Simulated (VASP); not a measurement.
TePb:

```
CELL_PARAMETERS angstrom
4.64529 0.00000 0.00000
-2.32264 4.02294 0.00000
0.00000 0.00000 7.58564
ATOMIC_POSITIONS crystal
Pb 0.00000 0.00000 0.00000
Pb 0.00000 0.00000 0.50000
Te 0.33333 0.66667 0.25000
Te 0.66667 0.33333 0.75000
```

| Item | Value |
| --- | --- |
| Program | VASP 6.6.1 |
| Task | relaxation of cell and atoms |
| Functional | PBE |
| Potentials or basis | VASP PAW PBE potentials, release 64 (Pb_d, Te) |
| Cutoff | 600 eV |
| k mesh | 6 × 6 × 6 |
| Occupations | gaussian, width 0.02 eV |
| Spin | no spin polarisation |

At the start: pressure 0.9 GPa; volume 35.44 Å³/atom.

Where does the relaxation end?

Over 6 steps the energy falls by 10.1 meV/atom and the volume is 35.97 Å³/atom (+1.5 %); space group P6_3/mmc (No. 194, to 0.1 Å) before and after.

Step by step:
| step | energy change (eV) | largest force (eV/Å) | pressure (GPa) | volume (Å³) |
| --- | --- | --- | --- | --- |
| 1 | 0.0000 | 0.0000 | 0.86 | 141.76 |
| 2 | -0.0242 | 0.0000 | -0.27 | 145.67 |
| 3 | -0.0248 | 0.0000 | -0.48 | 146.44 |
| 4 | -0.0355 | 0.0000 | -0.28 | 145.35 |
| 5 | -0.0402 | 0.0000 | -0.05 | 144.22 |
| 6 | -0.0404 | 0.0000 | 0.01 | 143.89 |

Final structure:
```
CELL_PARAMETERS angstrom
4.56888 0.00000 0.00000
-2.28444 3.95677 0.00000
0.00000 0.00000 7.95959
ATOMIC_POSITIONS crystal
Pb 0.00000 0.00000 0.00000
Pb 0.00000 0.00000 0.50000
Te 0.33333 0.66667 0.25000
Te 0.66667 0.33333 0.75000
```
